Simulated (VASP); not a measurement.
Here is a VASP 6.6.1 calculation.

Contents of INCAR:

```
SYSTEM = Hf
PREC = Accurate ; ENCUT = 520
EDIFF = 1E-7 ; ISMEAR = -1
SIGMA = 0.1 ; LREAL = .False.
LASPH = .True. ; NELM = 60
ALGO = Normal ; ISIF = 2
LWAVE = .False. ; LCHARG = .False.
GGA = PE ; NBANDS = 28
```

KPOINTS

```
Automatic mesh
0
Gamma
  15 15 4
  0 0 0
```

File POSCAR:

```
Hf
1.0
    3.1120078843      0.0000000000      0.0000000000
   -1.5560039421      2.6950778846      0.0000000000
    0.0000000000      0.0000000000      9.9531445720
Hf
4
Direct
    1.0000000000      1.0000000000      1.0000000000
    1.0000000000      1.0000000000      0.5000000000
    0.3333333333      0.6666666667      0.2500000000
    0.6666666667      0.3333333333      0.7500000000
```

Potentials or basis: VASP PAW PBE potentials, release 64 (Hf_pv).

Run with:

```bash
$ cat potpaw_PBE.64/Hf_pv/POTCAR > POTCAR
$ mpirun -np 1 vasp_std > vasp.out
```

Problem. Estimate the pressure.

Solution. 9.6 GPa.

Problem. Predict the band gap on the k mesh.

Solution. Zero (bands 20 and 21 overlap by 1.72 eV).

Stress tensor (GPa, compression positive):
```
9.55 0.00 0.00
0.00 9.55 0.00
0.00 0.00 9.63
```

Caveat: the cell stands under pressure; spin-orbit coupling is left out, which moves the levels of the heavy elements.
